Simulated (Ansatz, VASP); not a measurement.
# Two plane-wave programs on BN

The input POSCAR:

```
BN
1.0
    0.0000000000      1.7586109700      1.7858059850
    1.7586109700      0.0000000000      1.7858059850
    1.7586109700      1.7586109700      0.0000000000
B N
1 1
Direct
    0.0000000000      0.0000000000      0.0000000000
    0.7500000000      0.7500000000      0.7500000000
```

Contents of INCAR.step1:

```
SYSTEM = BN
ALGO = Normal
EDIFF = 1E-4
ENCUT = 520
GGA = PE
ISMEAR = 0
LASPH = .TRUE.
LCHARG = .FALSE.
LREAL = .FALSE.
LWAVE = .TRUE.
NBANDS = 11
NELM = 100
PREC = Accurate
SIGMA = 0.05
```

INCAR.step2

```
SYSTEM = BN
ALGO = Normal
EDIFF = 1E-7
ENCUT = 520
ISIF = 2
ISMEAR = 0
ISTART = 1
LASPH = .TRUE.
LCHARG = .FALSE.
LMIXTAU = .TRUE.
LREAL = .FALSE.
LWAVE = .FALSE.
METAGGA = R2SCAN
NBANDS = 11
NELM = 100
PREC = Accurate
SIGMA = 0.05
```

File KPOINTS:

```
k-points
0
G
  12 12 12
  0 0 0
```

Input for Ansatz:

```yaml
crystal:
  lattice:
    - [0.0, 1.75861097, 1.785805985]
    - [1.75861097, 0.0, 1.785805985]
    - [1.75861097, 1.75861097, 0.0]
  atoms:
    - { symbol: B, position: [0.0, 0.0, 0.0] }
    - { symbol: "N", position: [0.75, 0.75, 0.75] }
basis:
  ecutwfc: 500
kpoints:
  mp_grid: { grid: [12, 12, 12] }
hamiltonian:
  xc: r2scan
scf:
  occupations: { method: gaussian, width: 0.05 }
output:
  forces: true
  stress: true
  eigenvalues: true
```

Change from the starting cell: strain -0.030 along x and y, -0.015 along z, atoms carried along.

Alike in both runs: task single point; functional r2SCAN; k mesh 12 × 12 × 12; occupations gaussian, width 0.05 eV; no spin polarisation.

|  | VASP | Ansatz |
| --- | --- | --- |
| version | VASP 6.6.1 | Ansatz 0.2.0 |
| potentials or method | VASP PAW PBE potentials, release 64 (B, N), cutoff 520 eV | scalar-relativistic, plane waves, PAW |
| valence electrons in the cell | 8 | 8 |

```tsv
	VASP	Ansatz	Ansatz less VASP
gap on the k mesh at the Fermi level (eV)	4.90	4.93	+0.027
least direct gap on the mesh (eV)	9.76	9.81	+0.045
pressure (GPa)	28.8	27.5	-1.36
traceless stress, the component that is largest in VASP (GPa)	-7.18	-7.19	-0.017
```

VASP's potentials were made for PBE, not for r2SCAN. With one functional, cell and mesh, what is left measures potentials, basis and numerics.
